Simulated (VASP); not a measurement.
Here is a VASP 6.6.1 calculation.

File INCAR:

```
SYSTEM = CsPbCl3
ALGO = Normal
EDIFF = 1E-6
ENCUT = 520
GGA = PE
ISIF = 2
ISMEAR = 0
LASPH = .TRUE.
LCHARG = .FALSE.
LREAL = .FALSE.
LWAVE = .FALSE.
NBANDS = 30
NELM = 60
PREC = Accurate
SIGMA = 0.01
```

The input KPOINTS:

```
k-points
0
G
  4 4 4
  0 0 0
```

File POSCAR:

```
CsPbCl3
1.0
    5.6822768753      0.0000000000      0.0000000000
    0.0000000000      5.6822768753      0.0000000000
    0.0000000000      0.0000000000      5.6822768753
Cs Pb Cl
1 1 3
Direct
    0.0000000000      0.0000000000      0.0000000000
    0.5000000000      0.5000000000      0.5000000000
    0.5000000000      0.5000000000      0.0000000000
    0.0000000000      0.5000000000      0.5000000000
    0.5000000000      0.0000000000      0.5000000000
```

Potentials or basis: VASP PAW PBE potentials, release 64 (Cs_sv, Pb_d, Cl).

Run with:

```console
$ cat potpaw_PBE.64/Cs_sv/POTCAR potpaw_PBE.64/Pb_d/POTCAR potpaw_PBE.64/Cl/POTCAR > POTCAR
$ mpirun -np 1 vasp_std > vasp.out
```

Q: Predict the pressure.

A: 0.7 GPa.

Q: Predict the band gap on the k mesh.

A: 2.11 eV, direct.

Caveat: spin-orbit coupling is left out, which moves the levels of the heavy elements. A k mesh can miss the band edges.
